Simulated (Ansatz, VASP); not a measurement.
## One calculation of PbSe, two programs

INCAR

```
  PREC = Accurate
  ENCUT = 520
  EDIFF = 1E-6
  ISMEAR = 0
  SIGMA = 0.05
  LREAL = F
  LASPH = T
  NELM = 150
  ALGO = Normal
  ISIF = 2
  LWAVE = F
  LCHARG = F
  MAGMOM = 0 0 0 0 0 0
  LORBIT = 11
  LSORBIT = T
  GGA_COMPAT = F
  LORBMOM = T
  GGA = PE
  NBANDS = 32
```

KPOINTS

```
Automatic mesh
0
Gamma
  10 10 10
```

Contents of POSCAR:

```
PbSe
1.0
    0.0000000000      3.1039764788      3.1039764788
    3.1039764788      0.0000000000      3.1039764788
    3.1039764788      3.1039764788      0.0000000000
Pb Se
1 1
Direct
    0.5000000000      0.5000000000      0.5000000000
    0.0000000000      0.0000000000      0.0000000000
```

Input for Ansatz:

```yaml
crystal:
  lattice:
    - [0.0, 3.1039764788, 3.1039764788]
    - [3.1039764788, 0.0, 3.1039764788]
    - [3.1039764788, 3.1039764788, 0.0]
  atoms:
    - { symbol: Pb, position: [0.5, 0.5, 0.5] }
    - { symbol: Se, position: [0.0, 0.0, 0.0] }
basis:
  ecutwfc: 420
  ecutrho_ratio: 4
kpoints:
  mp_grid: { grid: [10, 10, 10] }
hamiltonian:
  xc: pbe
scf:
  occupations: { method: gaussian, width: 0.05 }
output:
  forces: true
  stress: true
  eigenvalues: true
  populations: true
magnetization:
  noncollinear: true
  spin_orbit: true
```

Alike in both runs: task single point; functional PBE; k mesh 10 × 10 × 10; occupations gaussian, width 0.05 eV; non-collinear spin, spin-orbit coupling.

|  | VASP | Ansatz |
| --- | --- | --- |
| version | VASP 6.6.1 | Ansatz 0.2.0 |
| potentials or method | VASP PAW PBE potentials, release 64 (Pb_d, Se), cutoff 520 eV | plane waves, PAW |
| valence electrons in the cell | 20 | 30 |

|  | VASP | Ansatz | Ansatz less VASP |
| --- | --- | --- | --- |
| pressure (GPa) | 0.1 | 0.0 | -0.11 |
| net moment per atom (μB) | 0.00 | 0.00 | 0.000 |

The functional is the same, so the differences come from potentials, cutoffs and numerics. VASP's potentials hold 20 valence electrons a cell and Ansatz's 30, so a difference there can come from the potentials and not from the codes.
